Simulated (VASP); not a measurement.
Here is a VASP 6.6.1 calculation.

Contents of INCAR:

```
ALGO = Normal ; EDIFF = 1E-6
ENCUT = 520 ; GGA_COMPAT = F
ISIF = 2 ; ISMEAR = 0
LASPH = T ; LCHARG = F
LREAL = F ; LWAVE = F
NBANDS = 64 ; NELM = 120
PREC = Accurate ; SIGMA = 0.05
```

The input KPOINTS:

```
k-points
0
Gamma
  4 3 4
```

Contents of POSCAR:

```
NaOs12
1.0
    5.4800000000      0.0000000000      0.0000000000
   -4.1100000000      7.1187290000      0.0000000000
    0.0000000000      0.0000000000      4.3264600000
Os Na
12 1
Direct
   -0.0078903484     -0.0030966202      0.0001347522
    0.1388917409      0.2404507883      0.5001315163
    0.0150441672      0.3428185003      0.0001322097
    0.2045627154      0.5641775379      0.5001317474
   -0.0153754708      0.6524241898      0.0001382192
    0.0898270735      0.8129567792      0.5001389126
    0.5094866088      0.0023020963      0.0001345211
    0.7499945639      0.2902985912      0.5001310540
    0.4912379745      0.3345172994      0.0001329031
    0.6365437256      0.5467402959      0.5001331342
    0.5129524916      0.6773921300      0.0001340588
    0.6647701818      0.8960539164      0.5001352145
    0.3482247637      0.0856804635      0.5001384504
```

Potentials or basis: VASP PAW LDA potentials, release 64 (Os, Na_pv).

Launch:

```sh
$ cat potpaw_LDA.64/Os/POTCAR potpaw_LDA.64/Na_pv/POTCAR > POTCAR
$ mpirun -np 1 vasp_std > vasp.out
```

Problem. What does it give for the band gap on the k mesh?

Solution. Zero (an odd number of electrons rules out a gap without spin polarisation).

Problem. What does it give for the largest force?

Solution. 0.265 eV/Å.

Problem. Predict the pressure.

Solution. 36.5 GPa.

Stress tensor (GPa, compression positive):
```
43.32  6.07  0.00
 6.07 49.84  0.00
 0.00  0.00 16.44
```

Caveat: the k points lie up to 0.36 Å⁻¹ apart, too coarse for converged energies and pressures of a metal; atoms lie so close that the PAW spheres overlap strongly, which falsifies energies and pressures; spin-orbit coupling is left out, which moves the levels of the heavy elements.
